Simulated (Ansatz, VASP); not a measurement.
## One calculation of Bi, two programs

File INCAR:

```
ALGO = Normal
EDIFF = 1E-6
ENCUT = 520
GGA = CA
ISIF = 2
ISMEAR = 1
LASPH = True
LCHARG = False
LREAL = False
LWAVE = False
NBANDS = 14
NELM = 60
PREC = Accurate
SIGMA = 0.1
```

KPOINTS

```
k-points
0
Gamma
  6 6 6
```

File POSCAR:

```
Bi
1.0
   -4.2343021438      4.2343021438      1.4514052921
    4.2343021438     -4.2343021438      1.4514052921
    4.2343021438      4.2343021438     -1.4514052921
Bi
1
Direct
    0.0000000000      0.0000000000      0.0000000000
```

Input for Ansatz:

```yaml
crystal:
  lattice:
    - [-4.234302143756491, 4.234302143756494, 1.4514052920914717]
    - [4.234302143756491, -4.234302143756494, 1.45140529209147]
    - [4.234302143756491, 4.234302143756491, -1.4514052920914717]
  atoms:
    - { symbol: Bi, position: [-1.7795965022499053e-33, -9.717945658615241e-34, 1.0250973467141996e-33] }
kpoints:
  mp_grid:
    grid: [6, 6, 6]
hamiltonian:
  xc: lda
scf:
  occupations:
    method: cold
    width: 0.1
output:
  forces: true
  stress: true
```

Alike in both runs: task single point; functional LDA; k mesh 6 × 6 × 6; no spin polarisation.

|  | VASP | Ansatz |
| --- | --- | --- |
| version | VASP 6.6.1 | Ansatz 0.2.0 |
| potentials or method | VASP PAW LDA potentials, release 64 (Bi_d) | plane waves, PAW |
| plane-wave cutoff (eV) | 520 | 420 |
| occupations | methfessel-paxton of order 1, width 0.1 eV | cold, width 0.1 eV |
| valence electrons in the cell | 15 | 15 |

Ansatz gave:

- pressure (GPa): 0.0
- traceless stress, the component that is largest in VASP (GPa): 0.23

**Question.** Estimate VASP's values.

**Answer.** Pressure (GPa): 0.0; traceless stress, the component that is largest in VASP (GPa): 0.21.

LDA's correlation is that of Perdew and Zunger in VASP and of Perdew and Wang (1992) in Ansatz.

The k mesh is coarse, so the values compare programs but aren't converged. Spin-orbit coupling is off throughout.
